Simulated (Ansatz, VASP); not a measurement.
## Ta3B2N: VASP beside Ansatz

Contents of INCAR:

```
PREC     = Accurate       # precision mode
ENCUT    = 600            # plane-wave cutoff, eV
EDIFF    = 1E-6           # SCF threshold, eV
ISMEAR   = 0              # smearing method
SIGMA    = 0.1            # smearing width, eV
LREAL    = False          # projectors in reciprocal space
LASPH    = True           # aspherical terms in the spheres
NELM     = 80             # most SCF steps
ALGO     = Normal         # electronic algorithm
ISIF     = 3              # what is computed and relaxed
LWAVE    = False          # write WAVECAR
LCHARG   = False          # write CHGCAR
GGA      = PE             # functional
IBRION   = 2              # ionic algorithm
NSW      = 90             # ionic steps
EDIFFG   = -0.04          # ionic threshold
```

The input KPOINTS:

```
regular mesh
0
Gamma
  6 6 6
```

POSCAR

```
Ta3B2N
1.0
    5.5398094232      0.0000000000      0.0000000000
   -2.7699047116      4.7976156926      0.0000000000
    0.0000000000      0.0000000000      3.2757059540
Ta B N
3 2 1
Direct
    0.5000000000      0.0000000000      0.0000000000
    0.0000000000      0.5000000000      0.0000000000
    0.5000000000      0.5000000000      0.0000000000
    0.3333333333      0.6666666667      0.5000000000
    0.6666666667      0.3333333333      0.5000000000
    0.0000000000      0.0000000000      0.0000000000
```

Input for Ansatz:

```yaml
crystal:
  lattice:
    - [5.5398094232, 0.0, 0.0]
    - [-2.7699047116, 4.7976156926, 0.0]
    - [0.0, 0.0, 3.275705954]
  atoms:
    - { symbol: Ta, position: [0.5, 0.0, 0.0] }
    - { symbol: Ta, position: [0.0, 0.5, 0.0] }
    - { symbol: Ta, position: [0.5, 0.5, 0.0] }
    - { symbol: B, position: [0.3333333333, 0.6666666667, 0.5] }
    - { symbol: B, position: [0.6666666667, 0.3333333333, 0.5] }
    - { symbol: "N", position: [0.0, 0.0, 0.0] }
basis:
  ecutwfc: 420
kpoints:
  mp_grid: { grid: [6, 6, 6] }
hamiltonian:
  xc: pbe
scf:
  occupations: { method: gaussian, width: 0.1 }
  lower_state_search: "off"
output:
  forces: true
  stress: true
  eigenvalues: true
relax:
  adjacent_minimum: "off"
  f_tol: 0.04
  max_steps: 70
  cell: { stress_tol: 0.4 }
```

Alike in both runs: task relaxation of cell and atoms; functional PBE; k mesh 6 × 6 × 6; occupations gaussian, width 0.1 eV; no spin polarisation.

|  | VASP | Ansatz |
| --- | --- | --- |
| version | VASP 6.6.1 | Ansatz 0.2.0 |
| potentials or method | VASP PAW PBE potentials, release 64 (Ta_pv, B, N), cutoff 600 eV | scalar-relativistic, plane waves, PAW |
| valence electrons in the cell | 44 | 50 |

|  | VASP | Ansatz | Ansatz less VASP |
| --- | --- | --- | --- |
| gap on the k mesh at the Fermi level, each at its own relaxed structure (eV) | none | none | - |
| relaxed volume (Å³/atom) | 14.56 | 14.53 | -0.026 |
| relaxed cell length with the largest relative difference (Å) | 5.542 | 5.534 | -0.0084 |

A gap of «none» marks a metal or a gap that the smearing closes. VASP's potentials hold 44 valence electrons a cell and Ansatz's 50, so a difference there can come from the potentials and not from the codes.

Spin-orbit coupling is off throughout.
